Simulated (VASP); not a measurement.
## CaSe: single point with PBE

CaSe:

```
Ca Se
1.0
     0.00000    2.97910    2.97910
     2.97910    0.00000    2.97910
     2.97910    2.97910    0.00000
Ca Se
1 1
Cartesian
  0.0000 0.0000 0.0000
  2.9791 2.9791 2.9791
```

- Program: VASP 6.6.1
- Task: single point
- Functional: PBE
- Potentials or basis: VASP PAW PBE potentials, release 64 (Ca_sv, Se)
- Cutoff: 520 eV
- k mesh: 8 × 8 × 8
- Occupations: gaussian, width 0.02 eV
- Spin: no spin polarisation

```
Pressure               : 0.2 GPa
Band gap on the k mesh : 2.07 eV, indirect (least direct gap 2.99 eV)
```

Levels at points of the mesh, in eV from the valence-band top:
| k point | band 4 | band 5 | band 6 | band 7 | band 8 | band 9 | band 10 | band 11 | band 12 | band 13 |
| --- | --- | --- | --- | --- | --- | --- | --- | --- | --- | --- |
| (0.00, 0.00, 0.00) | -20.81 | -11.72 | 0.00 | 0.00 | 0.00 | 3.23 | 3.71 | 3.71 | 3.71 | 4.26 |
| (0.50, 0.00, 0.00) | -20.81 | -11.07 | -3.20 | -1.15 | -1.15 | 4.48 | 5.42 | 5.45 | 5.45 | 7.39 |
| (0.50, 0.50, 0.00) | -20.84 | -11.17 | -2.46 | -0.91 | -0.91 | 2.07 | 4.95 | 5.00 | 5.93 | 5.97 |

Run time: 32 s on 1 thread of Intel Xeon 6975P-C, on a shared host, peak memory 0.18 GiB.

A k mesh can miss the band edges.
